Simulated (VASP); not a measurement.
Write the native input for VASP 6.6.1 that does the following.

| Item | Value |
| --- | --- |
| Task | relaxation of cell and atoms |
| Functional | LDA |
| Potentials or basis | VASP PAW LDA potentials, release 64 (Te) |
| Cutoff | 600 eV |
| k mesh | 15 × 15 × 15 |
| Occupations | fermi-dirac, width 0.08 eV |
| Spin | no spin polarisation |
| Target pressure | 220 GPa |
| Dipole correction | no |
| Further INCAR settings | ALGO = Normal; EDIFF = 1e-06; IBRION = 2; EDIFFG = -0.005; NSW = 32; ISIF = 3 |

The structure of Te lies in POSCAR:

```
Te
1.0
    2.4345977450      0.0000000000      0.0000000000
    0.0000000000      2.4345977450      0.0000000000
    0.0000000000      0.0000000000      2.4345977450
Te
1
Direct
    0.0000000000      0.0000000000      0.0000000000
```

The input as run:

INCAR

```
  PREC = Accurate
  ENCUT = 600
  EDIFF = 1E-6
  ISMEAR = -1
  SIGMA = 0.08
  LREAL = F
  LASPH = T
  NELM = 80
  ALGO = Normal
  ISIF = 3
  LWAVE = F
  LCHARG = F
  IBRION = 2
  NSW = 32
  EDIFFG = -0.005
  PSTRESS = 2200.0
```

KPOINTS

```
Automatic mesh
0
Gamma
  15 15 15
```

Potentials or basis: VASP PAW LDA potentials, release 64 (Te).

The run is started by

```console
$ cat potpaw_LDA.64/Te/POTCAR > POTCAR
$ mpirun -np 1 vasp_std > vasp.out
```

It gave:

* Relaxed volume: 14.53 Å³/atom
* Relaxed cell: a = 2.440 Å, b = 2.440 Å, c = 2.440 Å, α = 90.00°, β = 90.00°, γ = 90.00°
* Space group after relaxing (to 0.05 Å): Pm-3m (No. 221)
* Energy change on relaxing (the enthalpy is what falls): -131.4 meV/atom
* Ionic steps: 4
* Pressure after relaxing: 220.0 GPa
* Band gap on the k mesh: zero (band 3 reaches 28.31 eV, above the bottom of band 4 at 18.78 eV)

Caveat: the cell is relaxed towards a set pressure, so the enthalpy falls and the energy may rise; spin-orbit coupling is left out, which moves the levels of the heavy elements.

Run time: 14 s on 1 thread of Intel(R) Xeon(R) Platinum 8559C (Emerald Rapids) (shared host), peak memory 0.13 GiB.
